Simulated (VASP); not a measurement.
# Al (I4/mmm) in VASP: notebook

Runs on Al. Level: PBEsol+D3(BJ). Tasks: single point.

All numbers are computed with VASP 6.6.1; they aren't measurements. Logs are shortened: lines on timing, memory, paths and dates and some standing lists are left out, and cuts for length are marked.

### Step 1. The cell of the first run

It takes space group I4/mmm (No. 139, tetragonal). Conventional cell: a = 3.109 Å, b = 3.109 Å, c = 3.430 Å, α = 90.00°, β = 90.00°, γ = 90.00°. Al (site symmetry 4/mmm) has 14 Al at 2.79 to 3.43 Å within 3.7 Å.

### Step 2. Single point, PBEsol+D3(BJ)

INCAR

```
PREC = Accurate
ENCUT = 520
EDIFF = 1E-6
ISMEAR = 0
SIGMA = 0.15
LREAL = False
LASPH = True
NELM = 80
ALGO = Normal
ISIF = 2
LWAVE = False
LCHARG = True
GGA = PS
IVDW = 12
LELF = True
LVHAR = True
NBANDS = 8
```

KPOINTS

```
regular mesh
0
Gamma
  22 22 22
```

POSCAR

```
Al
1.0
    0.0000000000      2.1987440765      1.7150203797
    2.1987440765      0.0000000000      1.7150203797
    2.1987440765      2.1987440765      0.0000000000
Al
1
Direct
    0.0000000000      0.0000000000      0.0000000000
```

Potentials or basis: VASP PAW PBE potentials, release 64 (Al).

Command:

```sh
> cat potpaw_PBE.64/Al/POTCAR > POTCAR
> mpirun -np 1 vasp_std > vasp.out
```

OUTCAR:

```text
PREC = Accurate
   ENCUT = 520
   EDIFF = 1E-6
   ISMEAR = 0
   LREAL = False
   LASPH = True
   NELM = 80
   ISIF = 2
   GGA = PS
   IVDW = 12
 IVDW          = 12

 ion  position               nearest neighbor table
   1  0.000  0.000  0.000-

  LATTYP: Found a body centered tetragonal cell.
 ALAT       =     3.1094936932
 C/A-ratio  =     1.1030865787

  Lattice vectors:

 A1 = (   0.0000000000,  -2.1987440765,  -1.7150203797)
 A2 = (   0.0000000000,   2.1987440765,  -1.7150203797)
 A3 = (   2.1987440765,   0.0000000000,   1.7150203797)

Analysis of symmetry for initial positions (statically):
=====================================================================
 Subroutine PRICEL returns:
 Original cell was already a primitive cell.

 Routine SETGRP: Setting up the symmetry group for a
 body centered tetragonal supercell.

 Subroutine GETGRP returns: Found 16 space group operations
 (whereof 16 operations were pure point group operations)
 out of a pool of 16 trial point group operations.

The static configuration has the point symmetry D_4h.

Analysis of symmetry for dynamics (positions and initial velocities):
=====================================================================
 Subroutine PRICEL returns:
 Original cell was already a primitive cell.

 Routine SETGRP: Setting up the symmetry group for a
 body centered tetragonal supercell.

 Subroutine GETGRP returns: Found 16 space group operations
 (whereof 16 operations were pure point group operations)
 out of a pool of 16 trial point group operations.

The dynamic configuration has the point symmetry D_4h.

 Subroutine INISYM returns: Found 16 space group operations
 (whereof 16 operations are pure point group operations),
 and found     1 'primitive' translations

----------------------------------------------------------------------------------------

                                     Primitive cell

  volume of cell :      16.5824

  direct lattice vectors                    reciprocal lattice vectors
     0.000000000  2.198744077  1.715020380    -0.227402546  0.227402546  0.291541725
     2.198744077  0.000000000  1.715020380     0.227402546 -0.227402546  0.291541725
     2.198744077  2.198744077  0.000000000     0.227402546  0.227402546 -0.291541725

  length of vectors
     2.788506844  2.788506844  3.109493693     0.434074202  0.434074202  0.434074202

  position of ions in fractional coordinates (direct lattice)
     0.000000000  0.000000000  0.000000000

  ion indices of the primitive-cell ions
   primitive index   ion index
                 1           1

----------------------------------------------------------------------------------------

 KPOINTS: regular mesh

Automatic generation of k-mesh.
 Grid dimensions read from file:
 generate k-points for:   22   22   22

 Generating k-lattice:

  Cartesian coordinates                     Fractional coordinates (reciprocal lattice)
    -0.010336479  0.010336479  0.013251897     0.045454545  0.000000000  0.000000000
     0.010336479 -0.010336479  0.013251897     0.000000000  0.045454545  0.000000000
     0.010336479  0.010336479 -0.013251897     0.000000000  0.000000000  0.045454545

  Length of vectors
     0.019730646  0.019730646  0.019730646

  Shift w.r.t. Gamma in fractional coordinates (k-lattice)
     0.000000000  0.000000000  0.000000000

 Subroutine IBZKPT returns following result:
 ===========================================

 Found    834 irreducible k-points:

 Following reciprocal coordinates:
            Coordinates               Weight
  0.000000  0.000000  0.000000      1.000000
  0.045455  0.000000  0.000000      8.000000
  0.090909  0.000000  0.000000      8.000000
  0.136364  0.000000  0.000000      8.000000
  0.181818  0.000000  0.000000      8.000000
  0.227273  0.000000  0.000000      8.000000
[... 16 lines left out ...]
  0.500000  0.045455  0.000000      8.000000
 -0.454545  0.045455  0.000000      8.000000
 [... further k-points ...]
   k-points           NKPTS =    834   k-points in BZ     NKDIM =    834   number of bands    NBANDS=      8
   number of dos      NEDOS =    301   number of ions     NIONS =      1
   total plane-waves  NPLWV =  13824
   dimension x,y,z NGX =    24 NGY =   24 NGZ =   24
   dimension x,y,z NGXF=    48 NGYF=   48 NGZF=   48
   ions per type =               1
   NGX,Y,Z   is equivalent  to a cutoff of  14.31, 14.31, 12.83 a.u.
   NGXF,Y,Z  is equivalent  to a cutoff of  28.62, 28.62, 25.66 a.u.
 SYSTEM =  unknown system
   PREC   = accura    normal or accurate (medium, high low for compatibility)
   ISTART =      0    job   : 0-new  1-cont  2-samecut
   ICHARG =      2    charge: 1-file 2-atom 10-const
   ISPIN  =      1    spin polarized calculation?
   LNONCOLLINEAR =      F non collinear calculations
   LSORBIT =      F    spin-orbit coupling
   LASPH  =      T    aspherical Exc in radial PAW
   ENCUT  =  520.0 eV  38.22 Ry    6.18 a.u.   5.18  5.18  5.78*2*pi/ulx,y,z
   NELM   =     80;   NELMIN=  2; NELMDL= -5     # of ELM steps
   EDIFF  = 0.1E-05   stopping-criterion for ELM
   LREAL  =      F    real-space projection
   EDIFFG = 0.1E-04   stopping-criterion for IOM
   NSW    =      0    number of steps for IOM
   IBRION =     -1    ionic relax: 0-MD 1-quasi-New 2-CG
   NFREE  =      0    steps in history (QN), initial steepest desc. (CG)
   ISIF   =      2    stress and relaxation
   ISYM   =      2    0-nonsym 1-usesym 2-fastsym
   POTIM  = 0.5000    time-step for ionic-motion
   TEBEG  =    0.0;   TEEND  =   0.0 temperature during run
   PSTRESS=    0.0 pullay stress
   NELECT =       3.0000    total number of electrons
   NUPDOWN=      -1.0000    fix difference up-down
   EMIN   =  10.00;   EMAX   =-10.00  energy-range for DOS
   EFERMI =   0.00;   METHOD = LEGACY
   ISMEAR =     0;   SIGMA  =   0.15  broadening in eV -4-tet -1-fermi 0-gaus
   EFERMI_NEDOS =   21; number of points for ismear=-14 and -15
   IALGO  =     38    algorithm
   IMIX   =      4    mixing-type and parameters
     AMIX     =   0.40;   BMIX     =  1.00
     AMIX_MAG =   1.60;   BMIX_MAG =  1.00
  volume/ion in A,a.u.               =      16.58       111.90
  Fermi-wavevector in a.u.,A,eV,Ry     =   0.925903  1.749704 11.664236  0.857297
  Thomas-Fermi vector in A             =   2.051808
   LORBIT       =      0    0 simple, 1 ext, 2 COOP (PROOUT), +10 PAW based schemes
   GGA     = PS    functional components
   LHFCALC =     F    Hartree Fock is set to
   AEXX    =    0.0000 exact exchange contribution
   IVDW    =    12    specifies the selected vdW correction
   LEPSILON=     F    determine dielectric tensor
   LRPA    =     F    only Hartree local field effects (RPA)
 non-spin polarized calculation
 Gauss-broadening in eV      SIGMA  =   0.15
  energy-cutoff  :      520.00
  volume of cell :       16.58
 maximum number of plane-waves:       458
 NGX is ok and might be reduce to    24

 number of electron       3.0000000 magnetization

 Free energy of the ion-electron system (eV)
  ---------------------------------------------------
  ext. energy  EPLUGINS =         0.00000000
  ---------------------------------------------------
  free energy    TOTEN  =        -4.00988087 eV

  energy without entropy =       -4.00517263  energy(sigma->0) =       -4.00752675

 E-fermi :   7.8827     XC(G=0): -10.2416

 val. band max:        7.8612298877   @ k =  -0.3182   0.0455   0.3182
 cond. band min:       7.8984885165   @ k =  -0.3636   0.0455   0.3182
 fundamental gap:      0.0372586288
 Fermi energy:         7.8827183616

 k-point     1 :       0.0000    0.0000    0.0000
  band No.  band energies     occupation
      1      -3.1942      2.00000
      2      20.5218      0.00000
      3      20.5218      0.00000
      4      21.9955      0.00000
      5      22.5033      0.00000
      6      22.5033      0.00000
      7      22.6908      0.00000
      8      22.8468      0.00000

 k-point     2 :       0.0455    0.0000    0.0000
  band No.  band energies     occupation
      1      -3.1366      2.00000
      2      19.6916      0.00000
      3      20.2078      0.00000
      4      21.8837      0.00000
      5      22.1599      0.00000
      6      22.4043      0.00000
      7      23.1310      0.00000
      8      23.1768      0.00000

 k-point     3 :       0.0909    0.0000    0.0000
  band No.  band energies     occupation
      1      -2.9639      2.00000
      2      18.0599      0.00000
      3      19.5917      0.00000
      4      21.3205      0.00000
      5      21.5043      0.00000
      6      22.8230      0.00000
      7      23.2242      0.00000
      8      24.1029      0.00000

 k-point     4 :       0.1364    0.0000    0.0000
  band No.  band energies     occupation
      1      -2.6764      2.00000
      2      16.2410      0.00000
      3      18.9528      0.00000
      4      20.7320      0.00000
      5      20.8012      0.00000
      6      22.7808      0.00000
      7      23.3785      0.00000
      8      24.2311      0.00000

 k-point     5 :       0.1818    0.0000    0.0000
  band No.  band energies     occupation
      1      -2.2750      2.00000
      2      14.4084      0.00000
      3      18.3693      0.00000
      4      19.9603      0.00000
      5      20.3197      0.00000
      6      22.2487      0.00000
      7      23.5919      0.00000
      8      24.6309      0.00000
[... 177 lines left out ...]
 k-point    22 :       0.4545    0.0455    0.0000
  band No.  band energies     occupation
      1       2.4003      2.00000
      2       5.0828      2.00000
      3      15.6837      0.00000
      4      17.9326      0.00000
      5      18.1407      0.00000
      6      20.4531      0.00000
      7      26.0869      0.00000
      8      28.0684      0.00000

 k-point    23 :       0.5000    0.0455    0.0000
  band No.  band energies     occupation
      1       3.4777      2.00000
      2       3.8844      2.00000
      3      15.7337      0.00000
      4      17.9728      0.00000
      5      17.9845      0.00000
      6      20.2563      0.00000
      7      25.3569      0.00000
      8      28.8914      0.00000

 k-point    24 :      -0.4545    0.0455    0.0000
  band No.  band energies     occupation
      1       2.6159      2.00000
      2       4.8272      2.00000
      3      15.8823      0.00000
      4      17.9036      0.00000
      5      18.1354      0.00000
      6      20.1389      0.00000
      7      24.6244      0.00000
      8      29.6843      0.00000

 [... further k-points ...]

------------------------ aborting loop because EDIFF is reached ----------------------------------------

 Edisp (eV)   -0.31600

 E8    (eV) :    -0.2128

  FORCE on cell =-STRESS in cart. coord.  units (eV):
  Direction    XX          YY          ZZ          XY          YZ          ZX
  --------------------------------------------------------------------------------------
  -------------------------------------------------------------------------------------
  Total      -0.49192    -0.49192    -0.03489     0.00000     0.00000     0.00000
  in kB     -47.52860   -47.52860    -3.37096     0.00000     0.00000     0.00000
  external pressure =      -32.81 kB  Pullay stress =        0.00 kB

 VOLUME and BASIS-vectors are now :
 -----------------------------------------------------------------------------
  energy-cutoff  :      520.00
  volume of cell :       16.58
      direct lattice vectors                 reciprocal lattice vectors
     0.000000000  2.198744077  1.715020380    -0.227402546  0.227402546  0.291541725
     2.198744077  0.000000000  1.715020380     0.227402546 -0.227402546  0.291541725
     2.198744077  2.198744077  0.000000000     0.227402546  0.227402546 -0.291541725

 POSITION                                       TOTAL-FORCE (eV/Angst)
 -----------------------------------------------------------------------------------
      0.00000      0.00000      0.00000        -0.000000      0.000000     -0.000000
 -----------------------------------------------------------------------------------
    total drift:                               -0.000000     -0.000000      0.000000

  FREE ENERGIE OF THE ION-ELECTRON SYSTEM (eV)
  ---------------------------------------------------
  free  energy   TOTEN  =        -4.3258849459 eV

  energy  without entropy=       -4.3211767069  energy(sigma->0) =       -4.32353083
```

Run time: 82 s. Hardware: 1 thread of Intel Xeon 8259CL, shared host; peak memory 0.22 GiB.

Results:

```yaml
Free_energy: -4.3259 eV
Pressure: -3.3 GPa
Band_gap_on_the_k_mesh: zero (an odd number of electrons rules out a gap without spin polarisation)
Dispersion_energy_per_atom: -0.316 eV
```

Stress tensor (GPa, compression positive):
```
-4.75  0.00  0.00
 0.00 -4.75  0.00
 0.00  0.00 -0.34
```

Caveat: the cell stands under tension; the PAW data sets were made with another functional, which shifts forces and pressure a little.

### Step 3. Single point, PBEsol+D3(BJ)

This run uses another cell than the first one, of the same volume but with other edges.

INCAR

```
SYSTEM = Al
ALGO = Normal ; EDIFF = 1E-6
ENCUT = 520 ; GGA = PS
ISIF = 2 ; ISMEAR = 0
IVDW = 12 ; LASPH = .TRUE.
LCHARG = .FALSE. ; LREAL = .FALSE.
LWAVE = .FALSE. ; NBANDS = 8
NELM = 100 ; PREC = Accurate
SIGMA = 0.15
```

KPOINTS

```
k-points
0
G
  22 22 22
  0 0 0
```

POSCAR

```
Al
1.0
    0.0000000000      1.8544925768      2.4108403498
    1.8544925768      0.0000000000      2.4108403498
    1.8544925768      1.8544925768      0.0000000000
Al
1
Direct
    0.0000000000      0.0000000000      0.0000000000
```

Potentials or basis: VASP PAW PBE potentials, release 64 (Al).

Command:

```sh
> cat potpaw_PBE.64/Al/POTCAR > POTCAR
> mpirun -np 1 vasp_std > vasp.out
```

Wall time 77 s (1 thread of Intel Xeon 8259CL, shared host); peak memory 0.21 GiB.

The run converged. Its results:

```yaml
Free_energy: -4.2525 eV
Pressure: 0.4 GPa
Band_gap_on_the_k_mesh: zero (an odd number of electrons rules out a gap without spin polarisation)
Dispersion_energy_per_atom: -0.316 eV
```

Stress tensor (GPa, compression positive):
```
  6.84   0.00   0.00
  0.00   6.84   0.00
  0.00   0.00 -12.38
```

Levels at points of the mesh, in eV from the Fermi level:
```tsv
k point	band 1	band 2	band 3	band 4	band 5
(0.00, 0.00, 0.00)	-10.98	11.39	12.28	12.33	14.44
(0.50, 0.00, 0.00)	-4.35	-4.00	7.20	7.97	14.73
(0.50, 0.50, 0.00)	-4.83	-4.65	7.50	9.18	9.18
(0.50, 0.00, 0.50)	-1.40	0.36	3.71	5.15	5.75
```

Caveat: the PAW data sets were made with another functional, which shifts forces and pressure a little.

### Step 4. Single point, PBEsol+D3(BJ)

This run uses another cell than the first one, of the same volume but with other edges.

INCAR

```
SYSTEM = Al
PREC = Accurate
ENCUT = 520
EDIFF = 1E-6
ISMEAR = 0
SIGMA = 0.15
LREAL = .FALSE.
LASPH = .TRUE.
NELM = 60
ALGO = Normal
ISIF = 2
LWAVE = .FALSE.
LCHARG = .FALSE.
GGA = PS
IVDW = 12
NBANDS = 8
```

KPOINTS

```
Automatic mesh
0
G
  22 22 22
  0 0 0
```

POSCAR

```
Al
1.0
    0.0000000000      2.0810232911      1.9145414278
    2.0810232911      0.0000000000      1.9145414278
    2.0810232911      2.0810232911      0.0000000000
Al
1
Direct
    0.0000000000      0.0000000000      0.0000000000
```

Command:

```sh
> cat potpaw_PBE.64/Al/POTCAR > POTCAR
> mpirun -np 1 vasp_std > vasp.out
```

Run time: 88 s. Hardware: 1 thread of Intel Xeon 8259CL, shared host; peak memory 0.22 GiB.

Results (log left out):

| Property | Result |
| --- | --- |
| Free energy | -4.3957 eV |
| Pressure | -4.5 GPa |
| Band gap on the k mesh | zero (an odd number of electrons rules out a gap without spin polarisation) |
| Dispersion energy per atom | -0.316 eV |

Stress tensor (GPa, compression positive):
```
-6.00  0.00  0.00
 0.00 -6.00  0.00
 0.00  0.00 -1.61
```

Levels at points of the mesh, in eV from the Fermi level:
| k point | band 1 | band 2 | band 3 | band 4 | band 5 |
| --- | --- | --- | --- | --- | --- |
| (0.00, 0.00, 0.00) | -11.09 | 12.38 | 12.38 | 13.24 | 13.90 |
| (0.50, 0.00, 0.00) | -4.55 | -4.33 | 10.39 | 10.53 | 11.80 |
| (0.50, 0.50, 0.00) | -2.02 | -0.44 | 4.59 | 4.59 | 4.64 |
| (0.50, 0.00, 0.50) | -3.28 | -2.16 | 5.67 | 5.88 | 6.42 |

Caveat: the cell stands under tension; the PAW data sets were made with another functional, which shifts forces and pressure a little.

### Step 5. Single point, PBEsol+D3(BJ)

This run uses another cell than the first one, of the same volume but with other edges.

INCAR

```
SYSTEM = Al
PREC = Accurate
ENCUT = 520
EDIFF = 1E-6
ISMEAR = 0
SIGMA = 0.15
LREAL = .False.
LASPH = .True.
NELM = 80
ALGO = Fast
ISIF = 2
LWAVE = .False.
LCHARG = .True.
GGA = PS
IVDW = 12
LELF = .True.
LVHAR = .True.
NBANDS = 8
```

KPOINTS

```
Automatic mesh
0
Gamma
  22 22 22
  0 0 0
```

POSCAR

```
Al
1.0
    0.0000000000      1.9606887411      2.1567576152
    1.9606887411      0.0000000000      2.1567576152
    1.9606887411      1.9606887411      0.0000000000
Al
1
Direct
    0.0000000000      0.0000000000      0.0000000000
```

Command:

```sh
> cat potpaw_PBE.64/Al/POTCAR > POTCAR
> mpirun -np 1 vasp_std > vasp.out
```

Run time: 1.8 min. Hardware: 1 thread of Intel Xeon 8259CL, shared host; peak memory 0.22 GiB.

Results (log left out):

```
Free energy                : -4.3913 eV
Pressure                   : -4.3 GPa
Band gap on the k mesh     : zero (an odd number of electrons rules out a gap without spin polarisation)
Dispersion energy per atom : -0.316 eV
```

Stress tensor (GPa, compression positive):
```
-2.60  0.00  0.00
 0.00 -2.60  0.00
 0.00  0.00 -7.82
```

Levels at points of the mesh, in eV from the Fermi level:
| k point | band 1 | band 2 | band 3 | band 4 | band 5 | band 6 |
| --- | --- | --- | --- | --- | --- | --- |
| (0.00, 0.00, 0.00) | -11.10 | 11.96 | 13.04 | 13.04 | 14.00 | 14.00 |
| (0.50, 0.00, 0.00) | -4.56 | -4.33 | 9.83 | 10.14 | 12.52 | 12.58 |
| (0.50, 0.50, 0.00) | -3.73 | -2.88 | 6.00 | 6.77 | 6.77 | 10.21 |
| (0.50, 0.00, 0.50) | -2.43 | -0.95 | 4.73 | 5.00 | 5.41 | 8.43 |

Caveat: the cell stands under tension; the PAW data sets were made with another functional, which shifts forces and pressure a little.

### Step 6. Overview

```csv
cell,gap on the mesh (eV),pressure (GPa)
"a = 2.789, b = 2.789, c = 3.109 Å, angles 56.1, 56.1, 67.8°, 1 atom",none,-3.3
"a = 3.042, b = 3.042, c = 2.623 Å, angles 64.5, 64.5, 51.1°, 1 atom",none,0.4
"a = 2.828, b = 2.828, c = 2.943 Å, angles 58.6, 58.6, 62.7°, 1 atom",none,-4.5
"a = 2.915, b = 2.915, c = 2.773 Å, angles 61.6, 61.6, 56.8°, 1 atom",none,-4.3
```

Alike in all rows: task single point; level PBEsol+D3(BJ); potentials or basis VASP PAW PBE potentials, release 64 (Al); no spin polarisation; k mesh 22 × 22 × 22; cutoff (eV) 520; smearing gaussian 0.15 eV.

Caveats: the PAW data sets were made with another functional, which shifts forces and pressure a little; the cell stands under tension (at least some runs).

Total energies depend on the potentials used, so only differences within one code and one set of settings carry meaning.
